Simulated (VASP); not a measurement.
A run of VASP 6.6.1 is set up as follows.

The input POSCAR:

```
Pd
1.0
    2.8382605740      0.0000000000      0.0000000000
   -1.4191302870      2.4580057597      0.0000000000
    0.0000000000      0.0000000000      4.7196786564
Pd
2
Direct
    0.3333333333      0.6666666667      0.2500000000
    0.6666666667      0.3333333333      0.7500000000
```

The input INCAR.step1:

```
SYSTEM = Pd
  PREC = Accurate
  ENCUT = 520
  ISMEAR = -1
  SIGMA = 0.05
  LREAL = .FALSE.
  LASPH = .TRUE.
  NELM = 100
  NBANDS = 17
  GGA = PE
  ALGO = Normal
  EDIFF = 1E-4
  LWAVE = .TRUE.
  LCHARG = .FALSE.
```

The input INCAR.step2:

```
SYSTEM = Pd
  PREC = Accurate
  ENCUT = 520
  EDIFF = 1E-7
  ISMEAR = -1
  SIGMA = 0.05
  LREAL = .FALSE.
  LASPH = .TRUE.
  NELM = 100
  ALGO = Normal
  ISIF = 2
  LWAVE = .FALSE.
  LCHARG = .FALSE.
  METAGGA = R2SCAN
  LMIXTAU = .TRUE.
  NBANDS = 17
  ISTART = 1
```

KPOINTS

```
regular mesh
0
G
  11 11 6
  0 0 0
```

Potentials or basis: VASP PAW PBE potentials, release 64 (Pd).

Launch:

```bash
$ cat potpaw_PBE.64/Pd/POTCAR > POTCAR
$ cp INCAR.step1 INCAR
$ mpirun -np 1 vasp_std > vasp.out
$ cp INCAR.step2 INCAR
$ mpirun -np 1 vasp_std > vasp.out
```

Problem. What does it give for the pressure?

Solution. -12.6 GPa.

Problem. Estimate the band gap on the k mesh.

Solution. Zero (band 10 reaches 8.02 eV, above the bottom of band 11 at 7.26 eV).

Stress tensor (GPa, compression positive):
```
-12.87   0.00   0.00
  0.00 -12.87   0.00
  0.00   0.00 -11.96
```

Caveat: the PAW data sets were made with another functional, which shifts forces and pressure a little.
